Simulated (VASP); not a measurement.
# Yb (Fm-3m) in VASP: further runs

The runs below take Yb through single point, with PBE.

Everything below comes from runs of VASP 6.6.1. Logs are shortened: lines on timing, memory, paths and dates and some standing lists are left out, and cuts for length are marked.

## 1. The cell of the first run

Symmetry: Fm-3m, No. 225, cubic system. The conventional cell has a = 5.230 Å, b = 5.230 Å, c = 5.230 Å, α = 90.00°, β = 90.00°, γ = 90.00°. Yb (site symmetry m-3m) has 12 Yb at 3.70 Å within 4.9 Å.

## 2. Single point, PBE

Input file INCAR:

```
PREC = Accurate
ENCUT = 520
EDIFF = 1E-6
ISMEAR = 1
SIGMA = 1.0
LREAL = False
LASPH = True
NELM = 80
ALGO = Normal
ISIF = 2
LWAVE = False
LCHARG = True
GGA = PE
LELF = True
LVHAR = True
NBANDS = 18
```

Input file KPOINTS:

```
Automatic mesh
0
Gamma
  10 10 10
```

Input file POSCAR:

```
Yb
1.0
    0.0000000000      2.6151647068      2.6151647068
    2.6151647068      0.0000000000      2.6151647068
    2.6151647068      2.6151647068      0.0000000000
Yb
1
Direct
    0.0000000000      0.0000000000      0.0000000000
```

Potentials or basis: VASP PAW PBE potentials, release 64 (Yb).

Run with:

```bash
$ cat potpaw_PBE.64/Yb/POTCAR > POTCAR
$ mpirun -np 1 vasp_std > vasp.out
```

OUTCAR:

```text
PREC = Accurate
   ENCUT = 520
   EDIFF = 1E-6
   ISMEAR = 1
   LREAL = False
   LASPH = True
   NELM = 80
   ISIF = 2
   GGA = PE

 ion  position               nearest neighbor table
   1  0.000  0.000  0.000-

  LATTYP: Found a face centered cubic cell.
 ALAT       =     5.2303294136

  Lattice vectors:

 A1 = (   0.0000000000,   2.6151647068,   2.6151647068)
 A2 = (   2.6151647068,   0.0000000000,   2.6151647068)
 A3 = (   2.6151647068,   2.6151647068,   0.0000000000)

Analysis of symmetry for initial positions (statically):
=====================================================================
 Subroutine PRICEL returns:
 Original cell was already a primitive cell.

 Routine SETGRP: Setting up the symmetry group for a
 face centered cubic supercell.

 Subroutine GETGRP returns: Found 48 space group operations
 (whereof 48 operations were pure point group operations)
 out of a pool of 48 trial point group operations.

The static configuration has the point symmetry O_h .

Analysis of symmetry for dynamics (positions and initial velocities):
=====================================================================
 Subroutine PRICEL returns:
 Original cell was already a primitive cell.

 Routine SETGRP: Setting up the symmetry group for a
 face centered cubic supercell.

 Subroutine GETGRP returns: Found 48 space group operations
 (whereof 48 operations were pure point group operations)
 out of a pool of 48 trial point group operations.

The dynamic configuration has the point symmetry O_h .

 Subroutine INISYM returns: Found 48 space group operations
 (whereof 48 operations are pure point group operations),
 and found     1 'primitive' translations

----------------------------------------------------------------------------------------

                                     Primitive cell

  volume of cell :      35.7707

  direct lattice vectors                    reciprocal lattice vectors
     0.000000000  2.615164707  2.615164707    -0.191192547  0.191192547  0.191192547
     2.615164707  0.000000000  2.615164707     0.191192547 -0.191192547  0.191192547
     2.615164707  2.615164707  0.000000000     0.191192547  0.191192547 -0.191192547

  length of vectors
     3.698401396  3.698401396  3.698401396     0.331155205  0.331155205  0.331155205

  position of ions in fractional coordinates (direct lattice)
     0.000000000  0.000000000  0.000000000

  ion indices of the primitive-cell ions
   primitive index   ion index
                 1           1

----------------------------------------------------------------------------------------

 KPOINTS: Automatic mesh

Automatic generation of k-mesh.
 Grid dimensions read from file:
 generate k-points for:   10   10   10

 Generating k-lattice:

  Cartesian coordinates                     Fractional coordinates (reciprocal lattice)
    -0.019119255  0.019119255  0.019119255     0.100000000  0.000000000  0.000000000
     0.019119255 -0.019119255  0.019119255     0.000000000  0.100000000  0.000000000
     0.019119255  0.019119255 -0.019119255     0.000000000  0.000000000  0.100000000

  Length of vectors
     0.033115520  0.033115520  0.033115520

  Shift w.r.t. Gamma in fractional coordinates (k-lattice)
     0.000000000  0.000000000  0.000000000

 Subroutine IBZKPT returns following result:
 ===========================================

 Found     47 irreducible k-points:

 Following reciprocal coordinates:
            Coordinates               Weight
  0.000000  0.000000  0.000000      1.000000
  0.100000  0.000000  0.000000      8.000000
  0.200000  0.000000  0.000000      8.000000
  0.300000  0.000000  0.000000      8.000000
  0.400000  0.000000  0.000000      8.000000
  0.500000  0.000000  0.000000      4.000000
[... 16 lines left out ...]
  0.300000  0.300000  0.000000      6.000000
  0.400000  0.300000  0.000000     24.000000
 [... further k-points ...]
   k-points           NKPTS =     47   k-points in BZ     NKDIM =     47   number of bands    NBANDS=     18
   number of dos      NEDOS =    301   number of ions     NIONS =      1
   total plane-waves  NPLWV =  21952
   dimension x,y,z NGX =    28 NGY =   28 NGZ =   28
   dimension x,y,z NGXF=    56 NGYF=   56 NGZF=   56
   ions per type =               1
   NGX,Y,Z   is equivalent  to a cutoff of  12.59, 12.59, 12.59 a.u.
   NGXF,Y,Z  is equivalent  to a cutoff of  25.17, 25.17, 25.17 a.u.
 SYSTEM =  unknown system
   PREC   = accura    normal or accurate (medium, high low for compatibility)
   ISTART =      0    job   : 0-new  1-cont  2-samecut
   ICHARG =      2    charge: 1-file 2-atom 10-const
   ISPIN  =      1    spin polarized calculation?
   LNONCOLLINEAR =      F non collinear calculations
   LSORBIT =      F    spin-orbit coupling
   LASPH  =      T    aspherical Exc in radial PAW
   ENCUT  =  520.0 eV  38.22 Ry    6.18 a.u.   6.88  6.88  6.88*2*pi/ulx,y,z
   NELM   =     80;   NELMIN=  2; NELMDL= -5     # of ELM steps
   EDIFF  = 0.1E-05   stopping-criterion for ELM
   LREAL  =      F    real-space projection
   EDIFFG = 0.1E-04   stopping-criterion for IOM
   NSW    =      0    number of steps for IOM
   IBRION =     -1    ionic relax: 0-MD 1-quasi-New 2-CG
   NFREE  =      0    steps in history (QN), initial steepest desc. (CG)
   ISIF   =      2    stress and relaxation
   ISYM   =      2    0-nonsym 1-usesym 2-fastsym
   POTIM  = 0.5000    time-step for ionic-motion
   TEBEG  =    0.0;   TEEND  =   0.0 temperature during run
   PSTRESS=    0.0 pullay stress
   NELECT =      24.0000    total number of electrons
   NUPDOWN=      -1.0000    fix difference up-down
   EMIN   =  10.00;   EMAX   =-10.00  energy-range for DOS
   EFERMI =   0.00;   METHOD = LEGACY
   ISMEAR =     1;   SIGMA  =   1.00  broadening in eV -4-tet -1-fermi 0-gaus
   EFERMI_NEDOS =   21; number of points for ismear=-14 and -15
   IALGO  =     38    algorithm
   IMIX   =      4    mixing-type and parameters
     AMIX     =   0.40;   BMIX     =  1.00
     AMIX_MAG =   1.60;   BMIX_MAG =  1.00
  volume/ion in A,a.u.               =      35.77       241.39
  Fermi-wavevector in a.u.,A,eV,Ry     =   1.433187  2.708331 27.946707  2.054025
  Thomas-Fermi vector in A             =   2.552733
   LORBIT       =      0    0 simple, 1 ext, 2 COOP (PROOUT), +10 PAW based schemes
   GGA     = PE    functional components
   LHFCALC =     F    Hartree Fock is set to
   AEXX    =    0.0000 exact exchange contribution
   IVDW    =     0    specifies the selected vdW correction
   LEPSILON=     F    determine dielectric tensor
   LRPA    =     F    only Hartree local field effects (RPA)
 non-spin polarized calculation
 Methfessel and Paxton  Order N= 1 SIGMA  =   1.00
  energy-cutoff  :      520.00
  volume of cell :       35.77
 maximum number of plane-waves:       982
   NGX = 13   NGY = 13   NGZ = 13

 number of electron      24.0000013 magnetization

 Free energy of the ion-electron system (eV)
  ---------------------------------------------------
  ext. energy  EPLUGINS =         0.00000000
  ---------------------------------------------------
  free energy    TOTEN  =        -3.22435006 eV

  energy without entropy =       -3.45110896  energy(sigma->0) =       -3.29993636

 E-fermi :   1.5890     XC(G=0):  -9.4859

 val. band max:        1.5142293622   @ k =  -0.3000   0.4000   0.2000
 cond. band min:       1.6392402152   @ k =   0.5000   0.5000   0.0000
 fundamental gap:      0.1250108530
 Fermi energy:         1.5889955521

 k-point     1 :       0.0000    0.0000    0.0000
  band No.  band energies     occupation
      1     -50.4017      2.00000
      2     -22.5328      2.00000
      3     -22.5328      2.00000
      4     -22.5328      2.00000
      5      -3.5946      2.00000
      6       0.7041      2.01740
[... 10 lines left out ...]
     17       6.5020     -0.00000
     18      11.1072     -0.00000

 k-point     2 :       0.1000    0.0000    0.0000
  band No.  band energies     occupation
      1     -50.4001      2.00000
      2     -22.5661      2.00000
      3     -22.5372      2.00000
      4     -22.5372      2.00000
      5      -3.3630      2.00000
      6       0.7074      2.01615
[... 10 lines left out ...]
     17       6.3691     -0.00000
     18      11.6419     -0.00000

 k-point     3 :       0.2000    0.0000    0.0000
  band No.  band energies     occupation
      1     -50.3960      2.00000
      2     -22.6521      2.00000
      3     -22.5488      2.00000
      4     -22.5488      2.00000
      5      -2.7072      2.00000
      6       0.7176      2.01224
[... 10 lines left out ...]
     17       6.2878     -0.00000
     18      11.2463     -0.00000

 k-point     4 :       0.3000    0.0000    0.0000
  band No.  band energies     occupation
      1     -50.3909      2.00000
      2     -22.7559      2.00000
      3     -22.5630      2.00000
      4     -22.5630      2.00000
      5      -1.7539      2.00002
      6       0.7295      2.00748
[... 10 lines left out ...]
     17       6.7762     -0.00000
     18      10.1584     -0.00000

 k-point     5 :       0.4000    0.0000    0.0000
  band No.  band energies     occupation
      1     -50.3867      2.00000
      2     -22.8381      2.00000
      3     -22.5745      2.00000
      4     -22.5745      2.00000
      5      -0.7686      2.00427
      6       0.7275      2.00829
[... 10 lines left out ...]
     17       7.5955     -0.00000
     18       9.3602     -0.00000

 k-point     6 :       0.5000    0.0000    0.0000
  band No.  band energies     occupation
      1     -50.3852      2.00000
      2     -22.8691      2.00000
      3     -22.5788      2.00000
      4     -22.5788      2.00000
      5      -0.2825      2.02368
      6       0.7215      2.01070
[... 307 lines left out ...]
 k-point    21 :      -0.3000    0.2000    0.0000
  band No.  band energies     occupation
      1     -50.3852      2.00000
      2     -22.7899      2.00000
      3     -22.6589      2.00000
      4     -22.5790      2.00000
      5      -0.3706      2.01818
      6       0.7413      2.00253
[... 10 lines left out ...]
     17       8.3479     -0.00000
     18       9.6146     -0.00000

 k-point    22 :      -0.2000    0.2000    0.0000
  band No.  band energies     occupation
      1     -50.3891      2.00000
      2     -22.7396      2.00000
      3     -22.6268      2.00000
      4     -22.5615      2.00000
      5      -1.3878      2.00021
      6       0.7426      2.00199
[... 10 lines left out ...]
     17       7.8183     -0.00000
     18      10.8199     -0.00000

 k-point    23 :       0.3000    0.3000    0.0000
  band No.  band energies     occupation
      1     -50.3873      2.00000
      2     -22.7456      2.00000
      3     -22.6133      2.00000
      4     -22.6133      2.00000
      5      -1.1719      2.00067
      6       0.7576      1.99532
[... 10 lines left out ...]
     17       7.4514     -0.00000
     18      12.6123     -0.00000

 k-point    24 :       0.4000    0.3000    0.0000
  band No.  band energies     occupation
      1     -50.3840      2.00000
      2     -22.7898      2.00000
      3     -22.6376      2.00000
      4     -22.6271      2.00000
      5      -0.4259      2.01523
      6       0.7662      1.99133
[... 10 lines left out ...]
     17       7.9249     -0.00000
     18      10.2434     -0.00000

 [... further k-points ...]

------------------------ aborting loop because EDIFF is reached ----------------------------------------

  FORCE on cell =-STRESS in cart. coord.  units (eV):
  Direction    XX          YY          ZZ          XY          YZ          ZX
  --------------------------------------------------------------------------------------
  -------------------------------------------------------------------------------------
  Total       -0.0257680     -0.0257680     -0.0257680      0.0000000      0.0000000      0.0000000
  in kB       -1.1541531     -1.1541531     -1.1541531      0.0000000      0.0000000      0.0000000
  external PRESSURE =      -1.1541531 kB  Pullay stress =       0.0000000 kB

 VOLUME and BASIS-vectors are now :
 -----------------------------------------------------------------------------
  energy-cutoff  :      520.00
  volume of cell :       35.77
      direct lattice vectors                 reciprocal lattice vectors
     0.000000000  2.615164707  2.615164707    -0.191192547  0.191192547  0.191192547
     2.615164707  0.000000000  2.615164707     0.191192547 -0.191192547  0.191192547
     2.615164707  2.615164707  0.000000000     0.191192547  0.191192547 -0.191192547

 POSITION                                       TOTAL-FORCE (eV/Angst)
 -----------------------------------------------------------------------------------
      0.00000      0.00000      0.00000        -0.000000     -0.000000     -0.000000
 -----------------------------------------------------------------------------------
    total drift:                               -0.000000     -0.000000     -0.000000

  FREE ENERGIE OF THE ION-ELECTRON SYSTEM (eV)
  ---------------------------------------------------
  free  energy   TOTEN  =        -3.2243500625 eV

  energy  without entropy=       -3.4511089637  energy(sigma->0) =       -3.29993636
```

It took 2 min on 1 thread of Intel Xeon 8259CL, shared host; peak memory 0.18 GiB.

Results:

```yaml
Free_energy: -3.2244 eV
Pressure: -0.1 GPa
Band_gap_on_the_k_mesh: zero (bands 12 and 13 overlap by 0.02 eV)
```

Caveat: so wide a smearing shifts energies and pressures; spin-orbit coupling is left out, which moves the levels of the heavy elements. Spin polarisation is off, so any magnetic state and its effect on volume and gap are missing.

(Continued in part 2 of 2.)
